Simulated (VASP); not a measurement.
# Ti2H7 (Fm-3m) in VASP: a series of runs

Ti2H7 is run at these levels: PBE; tasks: single point, relaxation of cell and atoms.

Everything below comes from runs of VASP 6.6.1. Logs are shortened: lines on timing, memory, paths and dates and some standing lists are left out, and cuts for length are marked.

**1. The cell of the first run**

It takes space group Fm-3m (No. 225, cubic). The conventional cell has a = 5.844 Å, b = 5.844 Å, c = 5.844 Å, α = 90.00°, β = 90.00°, γ = 90.00°. Within 2.7 Å of Ti (site symmetry -43m) lie 16 H at 2.07 to 2.53 Å. Within 2.0 Å of H (site symmetry 4mm) lie 5 H at 1.52 to 1.99 Å. Within 2.0 Å of H (site symmetry m-3m) lie 6 H at 1.52 Å.

**2. Single point, PBE**

Contents of INCAR:

```
ALGO = Normal
EDIFF = 1E-6
ENCUT = 520
GGA = PE
ISIF = 2
ISMEAR = 0
LASPH = True
LCHARG = False
LREAL = False
LWAVE = False
NBANDS = 26
NELM = 100
PREC = Accurate
SIGMA = 0.1
```

Contents of KPOINTS:

```
k-points
0
Gamma
  12 12 12
```

Contents of POSCAR:

```
Ti2H7
1.0
    0.0000000000      2.9220643109      2.9220643109
    2.9220643109      0.0000000000      2.9220643109
    2.9220643109      2.9220643109      0.0000000000
Ti H
2 7
Direct
    0.2500000000      0.2500000000      0.2500000000
    0.7500000000      0.7500000000      0.7500000000
    0.2406208135      0.7593791865      0.7593791865
    0.7593791865      0.2406208135      0.2406208135
    0.7593791865      0.2406208135      0.7593791865
    0.2406208135      0.7593791865      0.2406208135
    0.7593791865      0.7593791865      0.2406208135
    0.2406208135      0.2406208135      0.7593791865
    0.5000000000      0.5000000000      0.5000000000
```

Potentials or basis: VASP PAW PBE potentials, release 64 (Ti_sv, H).

Command:

```bash
cat potpaw_PBE.64/Ti_sv/POTCAR potpaw_PBE.64/H/POTCAR > POTCAR
mpirun -np 1 vasp_std > vasp.out
```

OUTCAR:

```text
EDIFF = 1E-6
   ENCUT = 520
   GGA = PE
   ISIF = 2
   ISMEAR = 0
   LASPH = True
   LREAL = False
   NELM = 100
   PREC = Accurate

 ion  position               nearest neighbor table
   1  0.250  0.250  0.250-
   2  0.750  0.750  0.750-
   3  0.241  0.759  0.759-
   4  0.759  0.241  0.241-
   5  0.759  0.241  0.759-
   6  0.241  0.759  0.241-
   7  0.759  0.759  0.241-
   8  0.241  0.241  0.759-
   9  0.500  0.500  0.500-

  LATTYP: Found a face centered cubic cell.
 ALAT       =     5.8441286218

  Lattice vectors:

 A1 = (   0.0000000000,   2.9220643109,   2.9220643109)
 A2 = (   2.9220643109,   0.0000000000,   2.9220643109)
 A3 = (   2.9220643109,   2.9220643109,   0.0000000000)

Analysis of symmetry for initial positions (statically):
=====================================================================
 Subroutine PRICEL returns:
 Original cell was already a primitive cell.

 Routine SETGRP: Setting up the symmetry group for a
 face centered cubic supercell.

 Subroutine GETGRP returns: Found 48 space group operations
 (whereof 48 operations were pure point group operations)
 out of a pool of 48 trial point group operations.

The static configuration has the point symmetry O_h .

Analysis of symmetry for dynamics (positions and initial velocities):
=====================================================================
 Subroutine PRICEL returns:
 Original cell was already a primitive cell.

 Routine SETGRP: Setting up the symmetry group for a
 face centered cubic supercell.

 Subroutine GETGRP returns: Found 48 space group operations
 (whereof 48 operations were pure point group operations)
 out of a pool of 48 trial point group operations.

The dynamic configuration has the point symmetry O_h .

 Subroutine INISYM returns: Found 48 space group operations
 (whereof 48 operations are pure point group operations),
 and found     1 'primitive' translations

----------------------------------------------------------------------------------------

                                     Primitive cell

  volume of cell :      49.8999

  direct lattice vectors                    reciprocal lattice vectors
     0.000000000  2.922064311  2.922064311    -0.171111908  0.171111908  0.171111908
     2.922064311  0.000000000  2.922064311     0.171111908 -0.171111908  0.171111908
     2.922064311  2.922064311  0.000000000     0.171111908  0.171111908 -0.171111908

  length of vectors
     4.132422979  4.132422979  4.132422979     0.296374519  0.296374519  0.296374519

  position of ions in fractional coordinates (direct lattice)
     0.250000000  0.250000000  0.250000000
     0.750000000  0.750000000  0.750000000
     0.240620814  0.759379186  0.759379186
     0.759379186  0.240620814  0.240620814
     0.759379186  0.240620814  0.759379186
     0.240620814  0.759379186  0.240620814
     0.759379186  0.759379186  0.240620814
     0.240620814  0.240620814  0.759379186
     0.500000000  0.500000000  0.500000000

  ion indices of the primitive-cell ions
   primitive index   ion index
                 1           1
                 2           2
                 3           3
                 4           4
                 5           5
                 6           6
                 7           7
                 8           8
                 9           9

----------------------------------------------------------------------------------------

 KPOINTS: k-points

Automatic generation of k-mesh.
 Grid dimensions read from file:
 generate k-points for:   12   12   12

 Generating k-lattice:

  Cartesian coordinates                     Fractional coordinates (reciprocal lattice)
    -0.014259326  0.014259326  0.014259326     0.083333333  0.000000000  0.000000000
     0.014259326 -0.014259326  0.014259326     0.000000000  0.083333333  0.000000000
     0.014259326  0.014259326 -0.014259326     0.000000000  0.000000000  0.083333333

  Length of vectors
     0.024697877  0.024697877  0.024697877

  Shift w.r.t. Gamma in fractional coordinates (k-lattice)
     0.000000000  0.000000000  0.000000000

 Subroutine IBZKPT returns following result:
 ===========================================

 Found     72 irreducible k-points:

 Following reciprocal coordinates:
            Coordinates               Weight
  0.000000  0.000000  0.000000      1.000000
  0.083333  0.000000  0.000000      8.000000
  0.166667  0.000000  0.000000      8.000000
  0.250000  0.000000  0.000000      8.000000
  0.333333  0.000000  0.000000      8.000000
  0.416667  0.000000  0.000000      8.000000
[... 16 lines left out ...]
  0.500000  0.166667  0.000000     24.000000
 -0.416667  0.166667  0.000000     24.000000
 [... further k-points ...]
   k-points           NKPTS =     72   k-points in BZ     NKDIM =     72   number of bands    NBANDS=     26
   number of dos      NEDOS =    301   number of ions     NIONS =      9
   total plane-waves  NPLWV =  32768
   dimension x,y,z NGX =    32 NGY =   32 NGZ =   32
   dimension x,y,z NGXF=    64 NGYF=   64 NGZF=   64
   ions per type =               2   7
   NGX,Y,Z   is equivalent  to a cutoff of  12.87, 12.87, 12.87 a.u.
   NGXF,Y,Z  is equivalent  to a cutoff of  25.75, 25.75, 25.75 a.u.
 SYSTEM =  unknown system
   PREC   = accura    normal or accurate (medium, high low for compatibility)
   ISTART =      0    job   : 0-new  1-cont  2-samecut
   ICHARG =      2    charge: 1-file 2-atom 10-const
   ISPIN  =      1    spin polarized calculation?
   LNONCOLLINEAR =      F non collinear calculations
   LSORBIT =      F    spin-orbit coupling
   LASPH  =      T    aspherical Exc in radial PAW
   ENCUT  =  520.0 eV  38.22 Ry    6.18 a.u.   7.68  7.68  7.68*2*pi/ulx,y,z
   NELM   =    100;   NELMIN=  2; NELMDL= -5     # of ELM steps
   EDIFF  = 0.1E-05   stopping-criterion for ELM
   LREAL  =      F    real-space projection
   EDIFFG = 0.1E-04   stopping-criterion for IOM
   NSW    =      0    number of steps for IOM
   IBRION =     -1    ionic relax: 0-MD 1-quasi-New 2-CG
   NFREE  =      0    steps in history (QN), initial steepest desc. (CG)
   ISIF   =      2    stress and relaxation
   ISYM   =      2    0-nonsym 1-usesym 2-fastsym
   POTIM  = 0.5000    time-step for ionic-motion
   TEBEG  =    0.0;   TEEND  =   0.0 temperature during run
   PSTRESS=    0.0 pullay stress
   NELECT =      31.0000    total number of electrons
   NUPDOWN=      -1.0000    fix difference up-down
   EMIN   =  10.00;   EMAX   =-10.00  energy-range for DOS
   EFERMI =   0.00;   METHOD = LEGACY
   ISMEAR =     0;   SIGMA  =   0.10  broadening in eV -4-tet -1-fermi 0-gaus
   EFERMI_NEDOS =   21; number of points for ismear=-14 and -15
   IALGO  =     38    algorithm
   IMIX   =      4    mixing-type and parameters
     AMIX     =   0.40;   BMIX     =  1.00
     AMIX_MAG =   1.60;   BMIX_MAG =  1.00
  volume/ion in A,a.u.               =       5.54        37.42
  Fermi-wavevector in a.u.,A,eV,Ry     =   1.396890  2.639740 26.549081  1.951302
  Thomas-Fermi vector in A             =   2.520200
   LORBIT       =      0    0 simple, 1 ext, 2 COOP (PROOUT), +10 PAW based schemes
   GGA     = PE    functional components
   LHFCALC =     F    Hartree Fock is set to
   AEXX    =    0.0000 exact exchange contribution
   IVDW    =     0    specifies the selected vdW correction
   LEPSILON=     F    determine dielectric tensor
   LRPA    =     F    only Hartree local field effects (RPA)
 non-spin polarized calculation
 Gauss-broadening in eV      SIGMA  =   0.10
  energy-cutoff  :      520.00
  volume of cell :       49.90
 maximum number of plane-waves:      1363
   NGX = 15   NGY = 15   NGZ = 15

 number of electron      30.9999993 magnetization

 Free energy of the ion-electron system (eV)
  ---------------------------------------------------
  ext. energy  EPLUGINS =         0.00000000
  ---------------------------------------------------
  free energy    TOTEN  =       -38.18645564 eV

  energy without entropy =      -38.17079010  energy(sigma->0) =      -38.17862287

 E-fermi :   7.8413     XC(G=0): -11.7200

 val. band max:        7.8369392338   @ k =   0.3333   0.2500   0.0833
 cond. band min:       7.8421386821   @ k =   0.3333   0.0000   0.0000
 fundamental gap:      0.0051994483
 Fermi energy:         7.8413149834

 k-point     1 :       0.0000    0.0000    0.0000
  band No.  band energies     occupation
      1     -49.5819      2.00000
      2     -49.4587      2.00000
      3     -25.9500      2.00000
      4     -25.9500      2.00000
      5     -25.9500      2.00000
      6     -25.6758      2.00000
[... 18 lines left out ...]
     25      13.0185      0.00000
     26      13.5920      0.00000

 k-point     2 :       0.0833    0.0000    0.0000
  band No.  band energies     occupation
      1     -49.5797      2.00000
      2     -49.4607      2.00000
      3     -25.9474      2.00000
      4     -25.9459      2.00000
      5     -25.9459      2.00000
      6     -25.6830      2.00000
[... 18 lines left out ...]
     25      12.8179      0.00000
     26      14.0408      0.00000

 k-point     3 :       0.1667    0.0000    0.0000
  band No.  band energies     occupation
      1     -49.5733      2.00000
      2     -49.4666      2.00000
      3     -25.9395      2.00000
      4     -25.9336      2.00000
      5     -25.9336      2.00000
      6     -25.7036      2.00000
[... 572 lines left out ...]
 k-point    23 :       0.5000    0.1667    0.0000
  band No.  band energies     occupation
      1     -49.5290      2.00000
      2     -49.5085      2.00000
      3     -25.9518      2.00000
      4     -25.9289      2.00000
      5     -25.9148      2.00000
      6     -25.7418      2.00000
[... 18 lines left out ...]
     25      12.6701      0.00000
     26      15.1086      0.00000

 k-point    24 :      -0.4167    0.1667    0.0000
  band No.  band energies     occupation
      1     -49.5226      2.00000
      2     -49.5149      2.00000
      3     -25.9763      2.00000
      4     -25.8986      2.00000
      5     -25.8807      2.00000
      6     -25.7782      2.00000
[... 18 lines left out ...]
     25      12.3610      0.00000
     26      15.0240      0.00000

 [... further k-points ...]
[... 5 lines left out ...]
  --------------------------------------------------------------------------------------
  -------------------------------------------------------------------------------------
  Total       -0.0743873     -0.0743873     -0.0743873     -0.0000000      0.0000000      0.0000000
  in kB       -2.3884169     -2.3884169     -2.3884169     -0.0000000      0.0000000      0.0000000
  external PRESSURE =      -2.3884169 kB  Pullay stress =       0.0000000 kB

 VOLUME and BASIS-vectors are now :
 -----------------------------------------------------------------------------
  energy-cutoff  :      520.00
  volume of cell :       49.90
      direct lattice vectors                 reciprocal lattice vectors
     0.000000000  2.922064311  2.922064311    -0.171111908  0.171111908  0.171111908
     2.922064311  0.000000000  2.922064311     0.171111908 -0.171111908  0.171111908
     2.922064311  2.922064311  0.000000000     0.171111908  0.171111908 -0.171111908

 POSITION                                       TOTAL-FORCE (eV/Angst)
 -----------------------------------------------------------------------------------
      1.46103      1.46103      1.46103        -0.000000      0.000000      0.000000
      4.38310      4.38310      4.38310        -0.000000     -0.000000     -0.000000
      4.43791      2.92206      2.92206        -0.003242      0.000000      0.000000
      1.40622      2.92206      2.92206         0.003242      0.000000      0.000000
      2.92206      4.43791      2.92206        -0.000000     -0.003242      0.000000
      2.92206      1.40622      2.92206        -0.000000      0.003242      0.000000
      2.92206      2.92206      4.43791        -0.000000      0.000000     -0.003242
      2.92206      2.92206      1.40622        -0.000000      0.000000      0.003242
      2.92206      2.92206      2.92206        -0.000000      0.000000      0.000000
 -----------------------------------------------------------------------------------
    total drift:                               -0.000000     -0.000000      0.000000

  FREE ENERGIE OF THE ION-ELECTRON SYSTEM (eV)
  ---------------------------------------------------
  free  energy   TOTEN  =       -38.1864556376 eV

  energy  without entropy=      -38.1707900978  energy(sigma->0) =      -38.17862287
```

Wall time 40 s (1 thread of Intel Xeon 6975P-C (Granite Rapids), shared host); peak memory 0.22 GiB.

Results:

```yaml
Free_energy: -38.1865 eV
Pressure: -0.2 GPa
Largest_force: 0.003 eV/Å
```

Forces in eV/Å, atoms in the order of the input:
```
Ti   0.000  0.000  0.000
Ti   0.000  0.000  0.000
H   -0.003  0.000  0.000
H    0.003  0.000  0.000
H    0.000 -0.003  0.000
H    0.000  0.003  0.000
H    0.000  0.000 -0.003
H    0.000  0.000  0.003
H    0.000  0.000  0.000
```

(Part 1 of 2 ends here.)
